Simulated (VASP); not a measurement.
# Al3Cu2 (P-3m1) in VASP: further runs

Runs on Al3Cu2. Level: r2SCAN. Tasks: single point, relaxation of cell and atoms.

Program: VASP 6.6.1. These are calculated values, not measurements. Logs are shortened: lines on timing, memory, paths and dates and some standing lists are left out, and cuts for length are marked.

### 1 The cell of the first run

It takes space group P-3m1 (No. 164, trigonal). Conventional cell: a = 3.979 Å, b = 3.979 Å, c = 5.061 Å, α = 90.00°, β = 90.00°, γ = 120.00°. Al (site symmetry -3m) has 6 Cu at 2.44 Å and 6 Al at 2.90 Å within 3.2 Å. Al (site symmetry 3m) has 5 Cu at 2.46 to 2.60 Å and 6 Al at 2.75 to 2.90 Å within 3.3 Å. Within 3.2 Å of Cu (site symmetry 3m) lie 8 Al at 2.44 to 2.60 Å and 3 Cu at 2.83 Å.

### 2 Single point, r2SCAN (biaxial strain in the a-b plane: -3.0 %, then relaxed in part)

Contents of POSCAR:

```
Al3Cu2
1.0
    3.9787574277      0.0000000000      0.0000000000
   -1.9893787138      3.4457050079      0.0000000000
    0.0000000000      0.0000000000      5.0605255383
Al Cu
3 2
Direct
    0.0000000000      0.0000000000      0.0000000000
    0.3333333333      0.6666666667      0.3498848193
    0.6666666667      0.3333333333      0.6501151807
    0.3333333333      0.6666666667      0.8368603588
    0.6666666667      0.3333333333      0.1631396412
```

Contents of INCAR.step1:

```
SYSTEM = Al3Cu2
PREC = Accurate
ENCUT = 520
ISMEAR = 0
SIGMA = 0.1
LREAL = .False.
LASPH = .True.
NELM = 60
NBANDS = 24
GGA = PE
ALGO = Normal
EDIFF = 1E-4
LWAVE = .True.
LCHARG = .False.
```

Contents of INCAR.step2:

```
SYSTEM = Al3Cu2
PREC = Accurate
ENCUT = 520
EDIFF = 1E-6
ISMEAR = 0
SIGMA = 0.1
LREAL = .False.
LASPH = .True.
NELM = 60
ALGO = Normal
ISIF = 2
LWAVE = .False.
LCHARG = .False.
METAGGA = R2SCAN
LMIXTAU = .True.
NBANDS = 24
ISTART = 1
```

Contents of KPOINTS:

```
Automatic mesh
0
Gamma
  12 12 8
  0 0 0
```

Potentials or basis: VASP PAW PBE potentials, release 64 (Al, Cu).

Run with:

```sh
> cat potpaw_PBE.64/Al/POTCAR potpaw_PBE.64/Cu/POTCAR > POTCAR
> cp INCAR.step1 INCAR
> mpirun -np 1 vasp_std > vasp.out
> cp INCAR.step2 INCAR
> mpirun -np 1 vasp_std > vasp.out
```

OUTCAR:

```text
SYSTEM = Al3Cu2
   PREC = Accurate
   ENCUT = 520
   EDIFF = 1E-6
   ISMEAR = 0
   LREAL = .False.
   LASPH = .True.
   NELM = 60
   ISIF = 2
   METAGGA = R2SCAN
   ISTART = 1

 ion  position               nearest neighbor table
   1  0.000  0.000  0.000-   4 2.44   5 2.44   4 2.44   5 2.44   5 2.44   4 2.44   2 2.90   3 2.90
                             2 2.90   3 2.90   2 2.90   3 2.90
   2  0.333  0.667  0.350-   4 2.46   5 2.48   5 2.48   5 2.48   4 2.60   3 2.75   3 2.75   3 2.75
                             1 2.90   1 2.90   1 2.90
   3  0.667  0.333  0.650-   5 2.46   4 2.48   4 2.48   4 2.48   5 2.60   2 2.75   2 2.75   2 2.75
                             1 2.90   1 2.90   1 2.90
   4  0.333  0.667  0.837-   1 2.44   1 2.44   1 2.44   2 2.46   3 2.48   3 2.48   3 2.48   2 2.60

   5  0.667  0.333  0.163-   1 2.44   1 2.44   1 2.44   3 2.46   2 2.48   2 2.48   2 2.48   3 2.60

  LATTYP: Found a hexagonal cell.
 ALAT       =     3.9787574277
 C/A-ratio  =     1.2718859167

  Lattice vectors:

 A1 = (   3.9787574277,   0.0000000000,   0.0000000000)
 A2 = (  -1.9893787138,   3.4457050079,   0.0000000000)
 A3 = (   0.0000000000,   0.0000000000,   5.0605255383)

Analysis of symmetry for initial positions (statically):
=====================================================================
 Subroutine PRICEL returns:
 Original cell was already a primitive cell.

 Routine SETGRP: Setting up the symmetry group for a
 hexagonal supercell.

 Subroutine GETGRP returns: Found 12 space group operations
 (whereof 12 operations were pure point group operations)
 out of a pool of 24 trial point group operations.

The static configuration has the point symmetry D_3d.

Analysis of symmetry for dynamics (positions and initial velocities):
=====================================================================
 Subroutine PRICEL returns:
 Original cell was already a primitive cell.

 Routine SETGRP: Setting up the symmetry group for a
 hexagonal supercell.

 Subroutine GETGRP returns: Found 12 space group operations
 (whereof 12 operations were pure point group operations)
 out of a pool of 24 trial point group operations.

The dynamic configuration has the point symmetry D_3d.

 Subroutine INISYM returns: Found 12 space group operations
 (whereof 12 operations are pure point group operations),
 and found     1 'primitive' translations

----------------------------------------------------------------------------------------

                                     Primitive cell

  volume of cell :      69.3779

  direct lattice vectors                    reciprocal lattice vectors
     3.978757428  0.000000000  0.000000000     0.251334749  0.145108185  0.000000000
    -1.989378714  3.445705008  0.000000000     0.000000000  0.290216370  0.000000000
     0.000000000  0.000000000  5.060525538     0.000000000  0.000000000  0.197607935

  length of vectors
     3.978757428  3.978757428  5.060525538     0.290216370  0.290216370  0.197607935

  position of ions in fractional coordinates (direct lattice)
     0.000000000  0.000000000  0.000000000
     0.333333333  0.666666667  0.349884819
     0.666666667  0.333333333  0.650115181
     0.333333333  0.666666667  0.836860359
     0.666666667  0.333333333  0.163139641

  ion indices of the primitive-cell ions
   primitive index   ion index
                 1           1
                 2           2
                 3           3
                 4           4
                 5           5

----------------------------------------------------------------------------------------

 KPOINTS: Automatic mesh

Automatic generation of k-mesh.
 Grid dimensions read from file:
 generate k-points for:   12   12    8

 Generating k-lattice:

  Cartesian coordinates                     Fractional coordinates (reciprocal lattice)
     0.020944562  0.012092349  0.000000000     0.083333333  0.000000000  0.000000000
     0.000000000  0.024184698  0.000000000     0.000000000  0.083333333  0.000000000
     0.000000000  0.000000000  0.024700992     0.000000000  0.000000000  0.125000000

  Length of vectors
     0.024184698  0.024184698  0.024700992

  Shift w.r.t. Gamma in fractional coordinates (k-lattice)
     0.000000000  0.000000000  0.000000000

 Subroutine IBZKPT returns following result:
 ===========================================

 Found    131 irreducible k-points:

 Following reciprocal coordinates:
            Coordinates               Weight
  0.000000  0.000000  0.000000      1.000000
  0.083333  0.000000  0.000000      6.000000
  0.166667  0.000000  0.000000      6.000000
  0.250000  0.000000  0.000000      6.000000
  0.333333  0.000000  0.000000      6.000000
  0.416667  0.000000  0.000000      6.000000
[... 16 lines left out ...]
  0.166667  0.000000  0.125000      6.000000
  0.000000  0.166667  0.125000      6.000000
 [... further k-points ...]
   k-points           NKPTS =    131   k-points in BZ     NKDIM =    131   number of bands    NBANDS=     24
   number of dos      NEDOS =    301   number of ions     NIONS =      5
   total plane-waves  NPLWV =  36000
   dimension x,y,z NGX =    30 NGY =   30 NGZ =   40
   dimension x,y,z NGXF=    60 NGYF=   60 NGZF=   80
   ions per type =               3   2
   NGX,Y,Z   is equivalent  to a cutoff of  12.54, 12.54, 13.14 a.u.
   NGXF,Y,Z  is equivalent  to a cutoff of  25.07, 25.07, 26.28 a.u.
 SYSTEM =  Al3Cu2
   PREC   = accura    normal or accurate (medium, high low for compatibility)
   ISTART =      1    job   : 0-new  1-cont  2-samecut
   ICHARG =      0    charge: 1-file 2-atom 10-const
   ISPIN  =      1    spin polarized calculation?
   LNONCOLLINEAR =      F non collinear calculations
   LSORBIT =      F    spin-orbit coupling
   LASPH  =      T    aspherical Exc in radial PAW
   ENCUT  =  520.0 eV  38.22 Ry    6.18 a.u.   7.40  7.40  9.41*2*pi/ulx,y,z
   NELM   =     60;   NELMIN=  2; NELMDL=  0     # of ELM steps
   EDIFF  = 0.1E-05   stopping-criterion for ELM
   LREAL  =      F    real-space projection
   EDIFFG = 0.1E-04   stopping-criterion for IOM
   NSW    =      0    number of steps for IOM
   IBRION =     -1    ionic relax: 0-MD 1-quasi-New 2-CG
   NFREE  =      0    steps in history (QN), initial steepest desc. (CG)
   ISIF   =      2    stress and relaxation
   ISYM   =      2    0-nonsym 1-usesym 2-fastsym
   POTIM  = 0.5000    time-step for ionic-motion
   TEBEG  =    0.0;   TEEND  =   0.0 temperature during run
   PSTRESS=    0.0 pullay stress
   NELECT =      31.0000    total number of electrons
   NUPDOWN=      -1.0000    fix difference up-down
   EMIN   =  10.00;   EMAX   =-10.00  energy-range for DOS
   EFERMI =   0.00;   METHOD = LEGACY
   ISMEAR =     0;   SIGMA  =   0.10  broadening in eV -4-tet -1-fermi 0-gaus
   EFERMI_NEDOS =   21; number of points for ismear=-14 and -15
   IALGO  =     38    algorithm
   IMIX   =      4    mixing-type and parameters
     AMIX     =   0.40;   BMIX     =  1.00
     AMIX_MAG =   1.60;   BMIX_MAG =  1.00
  volume/ion in A,a.u.               =      13.88        93.64
  Fermi-wavevector in a.u.,A,eV,Ry     =   1.251570  2.365124 21.312526  1.566426
  Thomas-Fermi vector in A             =   2.385511
   LORBIT       =      0    0 simple, 1 ext, 2 COOP (PROOUT), +10 PAW based schemes
   METAGGA = R2SCAN    functional components
   LHFCALC =     F    Hartree Fock is set to
   AEXX    =    0.0000 exact exchange contribution
   IVDW    =     0    specifies the selected vdW correction
   LEPSILON=     F    determine dielectric tensor
   LRPA    =     F    only Hartree local field effects (RPA)
 non-spin polarized calculation
 Gauss-broadening in eV      SIGMA  =   0.10
  energy-cutoff  :      520.00
  volume of cell :       69.38
 maximum number of plane-waves:      1902
 NGX is ok and might be reduce to    30
   NGX = 15   NGY = 15   NGZ = 19

 number of electron      31.0000019 magnetization

 Free energy of the ion-electron system (eV)
  ---------------------------------------------------
  ext. energy  EPLUGINS =         0.00000000
  ---------------------------------------------------
  free energy    TOTEN  =       -42.69500331 eV

  energy without entropy =      -42.68897767  energy(sigma->0) =      -42.69199049

 E-fermi :   8.7838     XC(G=0): -11.9705

 val. band max:        8.7831773875   @ k =   0.4167   0.0000   0.1250
 cond. band min:       8.7962216321   @ k =   0.1667   0.0833   0.5000
 fundamental gap:      0.0130442445
 Fermi energy:         8.7838134999

 k-point     1 :       0.0000    0.0000    0.0000
  band No.  band energies     occupation
      1      -3.3444      2.00000
      2       1.7206      2.00000
      3       2.3174      2.00000
      4       3.0623      2.00000
      5       3.0624      2.00000
      6       3.4441      2.00000
[... 16 lines left out ...]
     23      15.1335      0.00000
     24      15.1335      0.00000

 k-point     2 :       0.0833    0.0000    0.0000
  band No.  band energies     occupation
      1      -3.2518      2.00000
      2       1.7795      2.00000
      3       2.3352      2.00000
      4       3.0637      2.00000
      5       3.0905      2.00000
      6       3.4242      2.00000
[... 16 lines left out ...]
     23      14.8507      0.00000
     24      15.0418      0.00000

 k-point     3 :       0.1667    0.0000    0.0000
  band No.  band energies     occupation
      1      -2.9753      2.00000
      2       1.9414      2.00000
      3       2.3599      2.00000
      4       3.0663      2.00000
      5       3.1716      2.00000
      6       3.3690      2.00000
[... 16 lines left out ...]
     23      14.7262      0.00000
     24      15.4124      0.00000
[... 514 lines left out ...]
 k-point    23 :       0.1667    0.0000    0.1250
  band No.  band energies     occupation
      1      -2.8852      2.00000
      2       1.3527      2.00000
      3       2.5913      2.00000
      4       3.0286      2.00000
      5       3.1601      2.00000
      6       3.4152      2.00000
[... 16 lines left out ...]
     23      15.3760      0.00000
     24      15.4378      0.00000

 k-point    24 :       0.0000    0.1667    0.1250
  band No.  band energies     occupation
      1      -2.8848      2.00000
      2       1.3414      2.00000
      3       2.5836      2.00000
      4       3.0730      2.00000
      5       3.1555      2.00000
      6       3.3633      2.00000
[... 16 lines left out ...]
     23      15.2292      0.00000
     24      15.3792      0.00000

 [... further k-points ...]

------------------------ aborting loop because EDIFF is reached ----------------------------------------

  FORCE on cell =-STRESS in cart. coord.  units (eV):
  Direction    XX          YY          ZZ          XY          YZ          ZX
  --------------------------------------------------------------------------------------
  -------------------------------------------------------------------------------------
  Total        4.0462448      4.0462448     -0.0630537      0.0000000      0.0000000     -0.0000000
  in kB       93.4418782     93.4418782     -1.4561296      0.0000000      0.0000000     -0.0000000
  external PRESSURE =      61.8092089 kB  Pullay stress =       0.0000000 kB

 VOLUME and BASIS-vectors are now :
 -----------------------------------------------------------------------------
  energy-cutoff  :      520.00
  volume of cell :       69.38
      direct lattice vectors                 reciprocal lattice vectors
     3.978757428  0.000000000  0.000000000     0.251334749  0.145108185  0.000000000
    -1.989378714  3.445705008  0.000000000     0.000000000  0.290216370  0.000000000
     0.000000000  0.000000000  5.060525538     0.000000000  0.000000000  0.197607935

 POSITION                                       TOTAL-FORCE (eV/Angst)
 -----------------------------------------------------------------------------------
      0.00000      0.00000      0.00000        -0.000000      0.000000     -0.000000
     -0.00000      2.29714      1.77060         0.000000      0.000000      0.003081
      1.98938      1.14857      3.28992        -0.000000      0.000000     -0.003081
     -0.00000      2.29714      4.23495        -0.000000     -0.000000     -0.001271
      1.98938      1.14857      0.82557        -0.000000      0.000000      0.001271
 -----------------------------------------------------------------------------------
    total drift:                                0.000000     -0.000000     -0.000000

  FREE ENERGIE OF THE ION-ELECTRON SYSTEM (eV)
  ---------------------------------------------------
  free  energy   TOTEN  =       -42.6950033053 eV

  energy  without entropy=      -42.6889776718  energy(sigma->0) =      -42.69199049
```

Wall time 7.1 min (1 thread of Intel Xeon 6975P-C (Granite Rapids), shared host); peak memory 0.32 GiB.

What came out:

- Free energy: -42.6950 eV
- Pressure: 6.2 GPa
- Largest force: 0.003 eV/Å
- Band gap on the k mesh: zero (an odd number of electrons rules out a gap without spin polarisation)

Forces on the atoms (eV/Å):
```
Al   0.000  0.000  0.000
Al   0.000  0.000  0.003
Al   0.000  0.000 -0.003
Cu   0.000  0.000 -0.001
Cu   0.000  0.000  0.001
```

Stress tensor (GPa, compression positive):
```
 9.34  0.00  0.00
 0.00  9.34  0.00
 0.00  0.00 -0.15
```

Caveat: the cell differs from its parent crystal (biaxial strain in the a-b plane: -3.0 %, then relaxed in part); the stress differs along the axes, from -0 to 9 GPa; the PAW data sets were made with another functional, which shifts forces and pressure a little.

### 3 Single point, r2SCAN (biaxial strain in the a-b plane: -3.0 %)

Contents of POSCAR:

```
Al3Cu2
1.0
    3.9787574277      0.0000000000      0.0000000000
   -1.9893787138      3.4457050078      0.0000000000
    0.0000000000      0.0000000000      5.0796789015
Al Cu
3 2
Direct
    0.0000000000      0.0000000000      0.0000000000
    0.3333333333      0.6666666667      0.3499095097
    0.6666666667      0.3333333333      0.6500904903
    0.3333333333      0.6666666667      0.8382170904
    0.6666666667      0.3333333333      0.1617829096
```

Contents of INCAR.step1:

```
SYSTEM = Al3Cu2
  ALGO = Normal
  EDIFF = 1E-4
  ENCUT = 520
  GGA = PE
  ISMEAR = 0
  LASPH = .TRUE.
  LCHARG = .FALSE.
  LREAL = .FALSE.
  LWAVE = .TRUE.
  NBANDS = 24
  NELM = 100
  PREC = Accurate
  SIGMA = 0.1
```

Contents of INCAR.step2:

```
SYSTEM = Al3Cu2
  ALGO = Normal
  EDIFF = 1E-6
  ENCUT = 520
  ISIF = 2
  ISMEAR = 0
  ISTART = 1
  LASPH = .TRUE.
  LCHARG = .FALSE.
  LMIXTAU = .TRUE.
  LREAL = .FALSE.
  LWAVE = .FALSE.
  METAGGA = R2SCAN
  NBANDS = 24
  NELM = 100
  PREC = Accurate
  SIGMA = 0.1
```

Contents of KPOINTS:

```
k-points
0
G
  12 12 8
  0 0 0
```

Potentials or basis: VASP PAW PBE potentials, release 64 (Al, Cu).

Run with:

```sh
> cat potpaw_PBE.64/Al/POTCAR potpaw_PBE.64/Cu/POTCAR > POTCAR
> cp INCAR.step1 INCAR
> mpirun -np 1 vasp_std > vasp.out
> cp INCAR.step2 INCAR
> mpirun -np 1 vasp_std > vasp.out
```

Wall time 6.8 min (1 thread of Intel Xeon 6975P-C (Granite Rapids), shared host); peak memory 0.32 GiB.

Results (log left out):

```yaml
Free_energy: -42.6935 eV
Pressure: 5.7 GPa
Largest_force: 0.068 eV/Å
Band_gap_on_the_k_mesh: zero (an odd number of electrons rules out a gap without spin polarisation)
```

Forces on the atoms (eV/Å):
```
Al   0.000  0.000  0.000
Al   0.000  0.000  0.024
Al   0.000  0.000 -0.024
Cu   0.000  0.000 -0.068
Cu   0.000  0.000  0.068
```

Stress tensor (GPa, compression positive):
```
 9.08  0.00  0.00
 0.00  9.08  0.00
 0.00  0.00 -1.15
```

Levels at points of the mesh, in eV from the Fermi level:
```csv
k point,band 14,band 15,band 16,band 17,band 18,band 19
"(0.00, 0.00, 0.00)",0.12,0.12,1.78,1.78,3.63,4.06
"(0.50, 0.00, 0.00)",-3.08,-2.92,-0.95,0.06,0.79,3.07
"(0.00, 0.00, 0.50)",1.50,1.50,1.62,1.62,2.25,2.95
"(0.50, 0.00, 0.50)",-3.74,-1.79,-0.10,1.16,1.55,5.05
```

Caveat: the cell differs from its parent crystal (biaxial strain in the a-b plane: -3.0 %); the stress differs along the axes, from -1 to 9 GPa; the PAW data sets were made with another functional, which shifts forces and pressure a little.

### 4 Single point, r2SCAN (biaxial strain in the a-b plane: -2.0 %, then relaxed in part)

Changes to POSCAR since step 3:

```diff
@@ -2,5 +2,5 @@
 1.0
-    3.9787574277      0.0000000000      0.0000000000
-   -1.9893787138      3.4457050078      0.0000000000
-    0.0000000000      0.0000000000      5.0796789015
+    4.0197755455      0.0000000000      0.0000000000
+   -2.0098877727      3.4812277399      0.0000000000
+    0.0000000000      0.0000000000      5.0298432049
 Al Cu
```

Contents of INCAR.step1:

```
SYSTEM = Al3Cu2
ALGO = Normal
EDIFF = 1E-4
ENCUT = 520
GGA = PE
ISMEAR = 0
LASPH = .True.
LCHARG = .False.
LREAL = .False.
LWAVE = .True.
NBANDS = 24
NELM = 100
PREC = Accurate
SIGMA = 0.1
```

Contents of INCAR.step2:

```
SYSTEM = Al3Cu2
ALGO = Normal
EDIFF = 1E-6
ENCUT = 520
ISIF = 2
ISMEAR = 0
ISTART = 1
LASPH = .True.
LCHARG = .False.
LMIXTAU = .True.
LREAL = .False.
LWAVE = .False.
METAGGA = R2SCAN
NBANDS = 24
NELM = 100
PREC = Accurate
SIGMA = 0.1
```

Contents of KPOINTS:

```
k-points
0
Gamma
  12 12 8
  0 0 0
```

Run with:

```sh
> cat potpaw_PBE.64/Al/POTCAR potpaw_PBE.64/Cu/POTCAR > POTCAR
> cp INCAR.step1 INCAR
> mpirun -np 1 vasp_std > vasp.out
> cp INCAR.step2 INCAR
> mpirun -np 1 vasp_std > vasp.out
```

Run time: 6.7 min. Hardware: 1 thread of Intel Xeon 6975P-C (Granite Rapids), shared host; peak memory 0.32 GiB.

It converged, with:

- Free energy: -42.7646 eV
- Pressure: 4.0 GPa
- Largest force: 0.003 eV/Å
- Band gap on the k mesh: zero (an odd number of electrons rules out a gap without spin polarisation)

Forces in eV/Å, atoms in the order of the input:
```
Al   0.000  0.000  0.000
Al   0.000  0.000  0.003
Al   0.000  0.000 -0.003
Cu   0.000  0.000 -0.001
Cu   0.000  0.000  0.001
```

Stress tensor (GPa, compression positive):
```
 6.09  0.00  0.00
 0.00  6.09  0.00
 0.00  0.00 -0.11
```

Levels at points of the mesh, in eV from the Fermi level:
| k point | band 14 | band 15 | band 16 | band 17 | band 18 | band 19 |
| --- | --- | --- | --- | --- | --- | --- |
| (0.00, 0.00, 0.00) | -0.03 | -0.03 | 1.62 | 1.62 | 3.36 | 3.81 |
| (0.50, 0.00, 0.00) | -3.18 | -2.84 | -0.88 | 0.11 | 0.65 | 3.10 |
| (0.00, 0.00, 0.50) | 1.39 | 1.51 | 1.51 | 1.63 | 2.43 | 2.79 |
| (0.50, 0.00, 0.50) | -3.72 | -1.84 | -0.15 | 1.06 | 1.38 | 5.27 |

Caveat: the cell differs from its parent crystal (biaxial strain in the a-b plane: -2.0 %, then relaxed in part); the stress differs along the axes, from -0 to 6 GPa; the PAW data sets were made with another functional, which shifts forces and pressure a little.

[end of part 1 of 2]

The gap in the log of VASP goes by the Fermi energy; the results here count the filled bands.